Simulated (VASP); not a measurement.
**AgPd4 (Pd (100), 5 layers): single point with LDA**

AgPd4 (Pd (100), 5 layers), a slab with vacuum:

```
Pd Ag
1.0
     2.71546    0.00000    0.00000
     0.00000    2.71546    0.00000
     0.00000    0.00000   23.68050
Pd Ag
4 1
Direct
  0.00000 0.00000 0.33968
  0.50000 0.50000 0.41929
  0.50000 0.50000 0.58071
  0.00000 0.00000 0.66032
  0.00000 0.00000 0.50000
```

* Program: VASP 6.6.1
* Task: single point
* Functional: LDA
* Potentials or basis: VASP PAW LDA potentials, release 64 (Pd, Ag)
* Cutoff: 400 eV
* k mesh: 13 × 13 × 1
* Occupations: fermi-dirac, width 0.05 eV
* Spin: no spin polarisation

| Property | Result |
| --- | --- |
| Largest force | 0.579 eV/Å |

Forces in eV/Å, atoms in the order of the input:
```
Pd   0.000  0.000 -0.090
Pd   0.000  0.000 -0.579
Pd   0.000  0.000  0.579
Pd   0.000  0.000  0.090
Ag   0.000  0.000  0.000
```

Levels at points of the mesh, in eV from the Fermi level:
| k point | band 23 | band 24 | band 25 | band 26 | band 27 | band 28 | band 29 | band 30 |
| --- | --- | --- | --- | --- | --- | --- | --- | --- |
| (0.00, 0.00, 0.00) | -0.50 | -0.26 | -0.26 | -0.01 | 0.02 | 0.02 | 0.02 | 1.47 |

Run time: 110 s on 1 thread of Intel(R) Xeon(R) 6975P-C (Granite Rapids) (shared host), peak memory 0.24 GiB.
